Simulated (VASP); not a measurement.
# Ca2O (P4_2/mcm) in VASP: a series of runs

Ca2O is run at these levels: PBE; tasks: single point, relaxation of cell and atoms.

Everything below comes from runs of VASP 6.6.1. Logs are shortened: lines on timing, memory, paths and dates and some standing lists are left out, and cuts for length are marked.

### 1 The cell of the first run

The structure is tetragonal, space group P4_2/mcm (No. 132). Conventional cell: a = 5.612 Å, b = 5.612 Å, c = 5.958 Å, α = 90.00°, β = 90.00°, γ = 90.00°. Within 2.9 Å of Ca (site symmetry m2m) lie 2 O at 2.20 Å. Within 3.0 Å of O (site symmetry -42m) lie 4 Ca at 2.20 Å and 2 O at 2.98 Å.

The cell was generated, and may not be a known phase.

### 2 Single point, PBE

Input file INCAR:

```
SYSTEM = Ca2O
PREC = Accurate
ENCUT = 520
EDIFF = 1E-7
ISMEAR = 0
SIGMA = 0.1
LREAL = .FALSE.
LASPH = .TRUE.
NELM = 80
ALGO = Normal
ISIF = 2
LWAVE = .FALSE.
LCHARG = .FALSE.
GGA = PE
NBANDS = 35
```

Input file KPOINTS:

```
Automatic mesh
0
G
  4 4 4
  0 0 0
```

Input file POSCAR:

```
Ca2O
1.0
    5.6123181406      0.0000000000      0.0000000000
    0.0000000000      5.6123181406      0.0000000000
    0.0000000000      0.0000000000      5.9578331403
Ca O
4 2
Direct
    0.2043569586      0.2043569586      0.0000000000
    0.7956430414      0.7956430414      0.0000000000
    0.7956430414      0.2043569586      0.5000000000
    0.2043569586      0.7956430414      0.5000000000
    0.0000000000      0.0000000000      0.7500000000
    0.0000000000      0.0000000000      0.2500000000
```

Potentials or basis: VASP PAW PBE potentials, release 64 (Ca_sv, O).

Started as:

```console
> cat potpaw_PBE.64/Ca_sv/POTCAR potpaw_PBE.64/O/POTCAR > POTCAR
> mpirun -np 1 vasp_std > vasp.out
```

OUTCAR:

```text
SYSTEM = Ca2O
   PREC = Accurate
   ENCUT = 520
   EDIFF = 1E-7
   ISMEAR = 0
   LREAL = .FALSE.
   LASPH = .TRUE.
   NELM = 80
   ISIF = 2
   GGA = PE

 ion  position               nearest neighbor table
   1  0.204  0.204  0.000-   5 2.20   6 2.20
   2  0.796  0.796  0.000-   5 2.20   6 2.20
   3  0.796  0.204  0.500-   5 2.20   6 2.20
   4  0.204  0.796  0.500-   5 2.20   6 2.20
   5  0.000  0.000  0.750-   1 2.20   2 2.20   3 2.20   4 2.20
   6  0.000  0.000  0.250-   1 2.20   2 2.20   3 2.20   4 2.20

  LATTYP: Found a simple tetragonal cell.
 ALAT       =     5.6123181406
 C/A-ratio  =     1.0615636874

  Lattice vectors:

 A1 = (   5.6123181406,   0.0000000000,   0.0000000000)
 A2 = (   0.0000000000,   5.6123181406,   0.0000000000)
 A3 = (   0.0000000000,   0.0000000000,   5.9578331403)

Analysis of symmetry for initial positions (statically):
=====================================================================
 Subroutine PRICEL returns:
 Original cell was already a primitive cell.

 Routine SETGRP: Setting up the symmetry group for a
 simple tetragonal supercell.

 Subroutine GETGRP returns: Found 16 space group operations
 (whereof  8 operations were pure point group operations)
 out of a pool of 16 trial point group operations.

The static configuration has the point symmetry D_2h.
 The point group associated with its full space group is D_4h.

Analysis of symmetry for dynamics (positions and initial velocities):
=====================================================================
 Subroutine PRICEL returns:
 Original cell was already a primitive cell.

 Routine SETGRP: Setting up the symmetry group for a
 simple tetragonal supercell.

 Subroutine GETGRP returns: Found 16 space group operations
 (whereof  8 operations were pure point group operations)
 out of a pool of 16 trial point group operations.

The dynamic configuration has the point symmetry D_2h.
 The point group associated with its full space group is D_4h.

 Subroutine INISYM returns: Found 16 space group operations
 (whereof  8 operations are pure point group operations),
 and found     1 'primitive' translations

----------------------------------------------------------------------------------------

                                     Primitive cell

  volume of cell :     187.6605

  direct lattice vectors                    reciprocal lattice vectors
     5.612318141  0.000000000  0.000000000     0.178179493  0.000000000  0.000000000
     0.000000000  5.612318141  0.000000000     0.000000000  0.178179493  0.000000000
     0.000000000  0.000000000  5.957833140     0.000000000  0.000000000  0.167846258

  length of vectors
     5.612318141  5.612318141  5.957833140     0.178179493  0.178179493  0.167846258

  position of ions in fractional coordinates (direct lattice)
     0.204356959  0.204356959  0.000000000
     0.795643041  0.795643041  0.000000000
     0.795643041  0.204356959  0.500000000
     0.204356959  0.795643041  0.500000000
     0.000000000  0.000000000  0.750000000
     0.000000000  0.000000000  0.250000000

  ion indices of the primitive-cell ions
   primitive index   ion index
                 1           1
                 2           2
                 3           3
                 4           4
                 5           5
                 6           6

----------------------------------------------------------------------------------------

 KPOINTS: Automatic mesh

Automatic generation of k-mesh.
 Grid dimensions read from file:
 generate k-points for:    4    4    4

 Generating k-lattice:

  Cartesian coordinates                     Fractional coordinates (reciprocal lattice)
     0.044544873  0.000000000  0.000000000     0.250000000  0.000000000  0.000000000
     0.000000000  0.044544873  0.000000000     0.000000000  0.250000000  0.000000000
     0.000000000  0.000000000  0.041961565     0.000000000  0.000000000  0.250000000

  Length of vectors
     0.044544873  0.044544873  0.041961565

  Shift w.r.t. Gamma in fractional coordinates (k-lattice)
     0.000000000  0.000000000  0.000000000

 Subroutine IBZKPT returns following result:
 ===========================================

 Found     18 irreducible k-points:

 Following reciprocal coordinates:
            Coordinates               Weight
  0.000000  0.000000  0.000000      1.000000
  0.250000  0.000000  0.000000      4.000000
  0.500000  0.000000  0.000000      2.000000
  0.250000  0.250000  0.000000      4.000000
  0.500000  0.250000  0.000000      4.000000
  0.500000  0.500000  0.000000      1.000000
[... 10 lines left out ...]
  0.500000  0.250000  0.500000      4.000000
  0.500000  0.500000  0.500000      1.000000
   k-points           NKPTS =     18   k-points in BZ     NKDIM =     18   number of bands    NBANDS=     35
   number of dos      NEDOS =    301   number of ions     NIONS =      6
   total plane-waves  NPLWV =  84672
   dimension x,y,z NGX =    42 NGY =   42 NGZ =   48
   dimension x,y,z NGXF=    84 NGYF=   84 NGZF=   96
   ions per type =               4   2
   NGX,Y,Z   is equivalent  to a cutoff of  12.44, 12.44, 13.39 a.u.
   NGXF,Y,Z  is equivalent  to a cutoff of  24.88, 24.88, 26.79 a.u.
 SYSTEM =  Ca2O
   PREC   = accura    normal or accurate (medium, high low for compatibility)
   ISTART =      0    job   : 0-new  1-cont  2-samecut
   ICHARG =      2    charge: 1-file 2-atom 10-const
   ISPIN  =      1    spin polarized calculation?
   LNONCOLLINEAR =      F non collinear calculations
   LSORBIT =      F    spin-orbit coupling
   LASPH  =      T    aspherical Exc in radial PAW
   ENCUT  =  520.0 eV  38.22 Ry    6.18 a.u.  10.44 10.44 11.08*2*pi/ulx,y,z
   NELM   =     80;   NELMIN=  2; NELMDL= -5     # of ELM steps
   EDIFF  = 0.1E-06   stopping-criterion for ELM
   LREAL  =      F    real-space projection
   EDIFFG = 0.1E-05   stopping-criterion for IOM
   NSW    =      0    number of steps for IOM
   IBRION =     -1    ionic relax: 0-MD 1-quasi-New 2-CG
   NFREE  =      0    steps in history (QN), initial steepest desc. (CG)
   ISIF   =      2    stress and relaxation
   ISYM   =      2    0-nonsym 1-usesym 2-fastsym
   POTIM  = 0.5000    time-step for ionic-motion
   TEBEG  =    0.0;   TEEND  =   0.0 temperature during run
   PSTRESS=    0.0 pullay stress
   NELECT =      52.0000    total number of electrons
   NUPDOWN=      -1.0000    fix difference up-down
   EMIN   =  10.00;   EMAX   =-10.00  energy-range for DOS
   EFERMI =   0.00;   METHOD = LEGACY
   ISMEAR =     0;   SIGMA  =   0.10  broadening in eV -4-tet -1-fermi 0-gaus
   EFERMI_NEDOS =   21; number of points for ismear=-14 and -15
   IALGO  =     38    algorithm
   IMIX   =      4    mixing-type and parameters
     AMIX     =   0.40;   BMIX     =  1.00
     AMIX_MAG =   1.60;   BMIX_MAG =  1.00
  volume/ion in A,a.u.               =      31.28       211.07
  Fermi-wavevector in a.u.,A,eV,Ry     =   1.067296  2.016897 15.498686  1.139121
  Thomas-Fermi vector in A             =   2.202908
   LORBIT       =      0    0 simple, 1 ext, 2 COOP (PROOUT), +10 PAW based schemes
   GGA     = PE    functional components
   LHFCALC =     F    Hartree Fock is set to
   AEXX    =    0.0000 exact exchange contribution
   IVDW    =     0    specifies the selected vdW correction
   LEPSILON=     F    determine dielectric tensor
   LRPA    =     F    only Hartree local field effects (RPA)
 non-spin polarized calculation
 Gauss-broadening in eV      SIGMA  =   0.10
  energy-cutoff  :      520.00
  volume of cell :      187.66
 maximum number of plane-waves:      5099
 NGX is ok and might be reduce to    42
   NGX = 21   NGY = 21   NGZ = 23

 number of electron      51.9999976 magnetization

 Free energy of the ion-electron system (eV)
  ---------------------------------------------------
  ext. energy  EPLUGINS =         0.00000000
  ---------------------------------------------------
  free energy    TOTEN  =       -28.47726380 eV

  energy without entropy =      -28.45992763  energy(sigma->0) =      -28.46859571

 E-fermi :   1.8908     XC(G=0):  -7.6285

 val. band max:        1.8764262433   @ k =   0.5000   0.2500   0.5000
 cond. band min:       2.0045545098   @ k =   0.5000   0.0000   0.2500
 fundamental gap:      0.1281282665
 Fermi energy:         1.8908069380

 k-point     1 :       0.0000    0.0000    0.0000
  band No.  band energies     occupation
      1     -39.3390      2.00000
      2     -39.3124      2.00000
      3     -39.2932      2.00000
      4     -39.2932      2.00000
      5     -20.9008      2.00000
      6     -20.7920      2.00000
[... 27 lines left out ...]
     34       5.7616      0.00000
     35       5.9334      0.00000

 k-point     2 :       0.2500    0.0000    0.0000
  band No.  band energies     occupation
      1     -39.3378      2.00000
      2     -39.3119      2.00000
      3     -39.2944      2.00000
      4     -39.2937      2.00000
      5     -20.8981      2.00000
      6     -20.7873      2.00000
[... 27 lines left out ...]
     34       5.3437      0.00000
     35       5.5670      0.00000

 k-point     3 :       0.5000    0.0000    0.0000
  band No.  band energies     occupation
      1     -39.3365      2.00000
      2     -39.3113      2.00000
      3     -39.2957      2.00000
      4     -39.2942      2.00000
      5     -20.8953      2.00000
      6     -20.7825      2.00000
[... 27 lines left out ...]
     34       5.1916      0.00000
     35       5.2750      0.00000

 k-point     4 :       0.2500    0.2500    0.0000
  band No.  band energies     occupation
      1     -39.3366      2.00000
      2     -39.3115      2.00000
      3     -39.2949      2.00000
      4     -39.2948      2.00000
      5     -20.8973      2.00000
      6     -20.7827      2.00000
[... 27 lines left out ...]
     34       5.1934      0.00000
     35       5.2264      0.00000

 k-point     5 :       0.5000    0.2500    0.0000
  band No.  band energies     occupation
      1     -39.3354      2.00000
      2     -39.3110      2.00000
      3     -39.2961      2.00000
      4     -39.2953      2.00000
      5     -20.8964      2.00000
      6     -20.7781      2.00000
[... 410 lines left out ...]
 k-point    16 :       0.2500    0.2500    0.5000
  band No.  band energies     occupation
      1     -39.3241      2.00000
      2     -39.3240      2.00000
      3     -39.2949      2.00000
      4     -39.2948      2.00000
      5     -20.8515      2.00000
      6     -20.8491      2.00000
[... 27 lines left out ...]
     34       5.0388      0.00000
     35       5.3064      0.00000

 k-point    17 :       0.5000    0.2500    0.5000
  band No.  band energies     occupation
      1     -39.3232      2.00000
      2     -39.3232      2.00000
      3     -39.2957      2.00000
      4     -39.2957      2.00000
      5     -20.8534      2.00000
      6     -20.8534      2.00000
[... 27 lines left out ...]
     34       5.2415      0.00000
     35       5.4714      0.00000

 k-point    18 :       0.5000    0.5000    0.5000
  band No.  band energies     occupation
      1     -39.3225      2.00000
      2     -39.3225      2.00000
      3     -39.2964      2.00000
      4     -39.2964      2.00000
      5     -20.8577      2.00000
      6     -20.8577      2.00000
[... 27 lines left out ...]
     34       5.2139      0.00000
     35       5.5105      0.00000

------------------------ aborting loop because EDIFF is reached ----------------------------------------

  FORCE on cell =-STRESS in cart. coord.  units (eV):
  Direction    XX          YY          ZZ          XY          YZ          ZX
  --------------------------------------------------------------------------------------
  -------------------------------------------------------------------------------------
  Total        0.3182493      0.3182493      0.5199373      0.0000000      0.0000000      0.0000000
  in kB        2.7170974      2.7170974      4.4390355      0.0000000      0.0000000      0.0000000
  external PRESSURE =       3.2910768 kB  Pullay stress =       0.0000000 kB

 VOLUME and BASIS-vectors are now :
 -----------------------------------------------------------------------------
  energy-cutoff  :      520.00
  volume of cell :      187.66
      direct lattice vectors                 reciprocal lattice vectors
     5.612318141  0.000000000  0.000000000     0.178179493  0.000000000  0.000000000
     0.000000000  5.612318141  0.000000000     0.000000000  0.178179493  0.000000000
     0.000000000  0.000000000  5.957833140     0.000000000  0.000000000  0.167846258

 POSITION                                       TOTAL-FORCE (eV/Angst)
 -----------------------------------------------------------------------------------
      1.14692      1.14692      0.00000         0.059684      0.059684     -0.000000
      4.46540      4.46540      0.00000        -0.059684     -0.059684      0.000000
      4.46540      1.14692      2.97892        -0.059684      0.059684     -0.000000
      1.14692      4.46540      2.97892         0.059684     -0.059684      0.000000
      0.00000      0.00000      4.46837         0.000000      0.000000      0.000000
      0.00000      0.00000      1.48946        -0.000000     -0.000000     -0.000000
 -----------------------------------------------------------------------------------
    total drift:                                0.000000      0.000000      0.000000

  FREE ENERGIE OF THE ION-ELECTRON SYSTEM (eV)
  ---------------------------------------------------
  free  energy   TOTEN  =       -28.4772638002 eV

  energy  without entropy=      -28.4599276271  energy(sigma->0) =      -28.46859571
```

It took 69 s on 1 thread of Intel Xeon 6975P-C (Granite Rapids), shared host; peak memory 0.31 GiB.

Results:

- Free energy: -28.4773 eV
- Pressure: 0.3 GPa
- Largest force: 0.084 eV/Å
- Band gap on the k mesh: zero (bands 26 and 27 overlap by 0.85 eV)

Forces on the atoms (eV/Å):
```
Ca   0.060  0.060  0.000
Ca  -0.060 -0.060  0.000
Ca  -0.060  0.060  0.000
Ca   0.060 -0.060  0.000
O    0.000  0.000  0.000
O    0.000  0.000  0.000
```

(Continued in part 2 of 2.)

The gap in the log of VASP goes by the Fermi energy; the results here count the filled bands.